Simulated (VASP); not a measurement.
Here is a VASP 6.6.1 calculation.

The input INCAR:

```
SYSTEM = Si8O17
PREC = Accurate
ENCUT = 520
EDIFF = 1E-6
ISMEAR = -1
SIGMA = 0.01
LREAL = .FALSE.
LASPH = .TRUE.
NELM = 120
ALGO = Normal
ISIF = 2
LWAVE = .FALSE.
LCHARG = .FALSE.
GGA = PE
NBANDS = 85
GGA_COMPAT = .FALSE.
```

The input KPOINTS:

```
regular mesh
0
G
  1 1 1
  0 0 0
```

The input POSCAR:

```
Si8O17
1.0
    0.0000000000      5.0813926900      7.0944098900
    5.0813926900      0.0000000000      7.0944098900
    5.0813926900      5.0813926900      0.0000000000
Si O
8 17
Direct
    0.2615424831      0.2604758464      0.4434608926
    0.7292452670      0.7567310388      0.9235624400
    0.1100859852      0.6730989571      0.1371641442
    0.5703569608      0.1889075987      0.6169913447
    0.4331436858      0.8458636088      0.3675025638
    0.9132336471      0.3264559305      0.8560149720
    0.0015394387      0.0202303776      0.2995461284
    0.5053573453      0.4982588977      0.7829506835
    0.1128753911      0.2364269523      0.6653693227
    0.6005136213      0.7472468194      0.1622780455
    0.4543734530      0.3658282396      0.7470452077
    1.0328671815      0.8194009005      0.2857077464
    0.4149493791      0.2937591784      0.4649639188
    0.9616376808      0.6979485543      0.8943824253
    0.2018258032      0.9281430208      0.3772577630
    0.7338207659      0.3236133430      0.8442963940
   -0.0114500764      0.1822015581      0.0761185679
    0.5136694443      0.6672308885      0.5745473768
    0.4147181597      0.0467336102      0.3565871180
    0.8047429657      0.5711851455      0.8318522568
    0.3297372495      0.6163515872      0.9755543122
    0.7943555289      0.1381507828      0.4743108375
    0.1223593870      0.4643518497      0.2758300708
    0.5897692703      0.9820178371      0.7777032759
   -0.0864723977     -0.1631805019      1.0107577829
```

Potentials or basis: VASP PAW PBE potentials, release 64 (Si, O).

Command:

```sh
$ cat potpaw_PBE.64/Si/POTCAR potpaw_PBE.64/O/POTCAR > POTCAR
$ mpirun -np 1 vasp_gam > vasp.out
```

(1) What does it give for the pressure?

(2) Estimate the largest force.

## Answers

(1) 1.1 GPa.

(2) 0.177 eV/Å.

Caveat: the k points lie up to 0.98 Å⁻¹ apart.
